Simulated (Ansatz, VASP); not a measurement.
## As in VASP and in Ansatz

```
As
1.0
     1.93614    1.11783    3.48577
    -1.93614    1.11783    3.48577
     0.00000   -2.23566    3.48577
As
2
Direct
  0.22754 0.22754 0.22754
  0.77246 0.77246 0.77246
```

Change from the starting cell: strain +0.030 along x and y, +0.000 along z, atoms carried along.

Alike in both runs: task single point; functional PBEsol; k mesh 18 × 18 × 18; occupations gaussian, width 0.15 eV; no spin polarisation.

|  | VASP | Ansatz |
| --- | --- | --- |
| version | VASP 6.6.1 | Ansatz 0.2.0 |
| potentials or method | VASP PAW PBE potentials, release 64 (As), cutoff 520 eV | scalar-relativistic, plane waves, PAW |
| valence electrons in the cell | 10 | 30 |

```csv
,VASP,Ansatz,Ansatz less VASP
gap on the k mesh at the Fermi level (eV),none,none,-
pressure (GPa),-4.1,-4.4,-0.28
"traceless stress, the component that is largest in VASP (GPa)",1.23,1.32,+0.087
rms of the force components (eV/Å),0.036,0.063,+0.0264
```

VASP's potentials were made for PBE, not for PBEsol. Atom by atom the forces differ by 0.026 eV/Å (rms over components). A gap of «none» marks a metal or a gap that the smearing closes. With one functional, cell and mesh, what is left measures potentials, basis and numerics. VASP's potentials hold 10 valence electrons a cell and Ansatz's 30, so a difference there can come from the potentials and not from the codes.
